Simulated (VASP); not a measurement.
A run of VASP 6.6.1:

INCAR

```
SYSTEM = Cs
PREC     = Accurate       ! precision mode
ENCUT    = 520            ! plane-wave cutoff, eV
EDIFF    = 1E-7           ! SCF threshold, eV
ISMEAR   = 0              ! smearing method
SIGMA    = 0.1            ! smearing width, eV
LREAL    = .FALSE.        ! projectors in reciprocal space
LASPH    = .TRUE.         ! aspherical terms in the spheres
NELM     = 60             ! most SCF steps
ALGO     = Normal         ! electronic algorithm
ISIF     = 2              ! what is computed and relaxed
LWAVE    = .FALSE.        ! write WAVECAR
LCHARG   = .FALSE.        ! write CHGCAR
LDIPOL   = .TRUE.       
IDIPOL   = 3            
DIPOL    = 0.5 0.5 0.500
GGA      = PE             ! functional
IBRION   = 2              ! ionic algorithm
NSW      = 70             ! ionic steps
EDIFFG   = -0.03          ! ionic threshold
```

The input KPOINTS:

```
regular mesh
0
G
  6 6 1
  0 0 0
```

Contents of POSCAR:

```
Cs
1.0
    5.4953926914      0.0000000000      0.0000000000
   -2.7476963457      4.7591496745      0.0000000000
    0.0000000000      0.0000000000     18.4869693434
Cs
2
Selective dynamics
Direct
    0.6666666667      0.3333333333      0.3786450808  F F F
    0.3333333333      0.6666666667      0.6213549192  T T T
```

Potentials or basis: VASP PAW PBE potentials, release 64 (Cs_sv).

The run is started by

```console
$ cat potpaw_PBE.64/Cs_sv/POTCAR > POTCAR
$ mpirun -np 1 vasp_std > vasp.out
```

Hardware: 1 thread of Intel(R) Xeon(R) Platinum 8559C (Emerald Rapids) (shared host).

How long does it take, and how much memory?

Run time: 38 s on 1 thread of Intel(R) Xeon(R) Platinum 8559C (Emerald Rapids), on a shared host, peak memory 0.51 GiB. Counts: scf iterations 19, k points 7, ion steps 1.
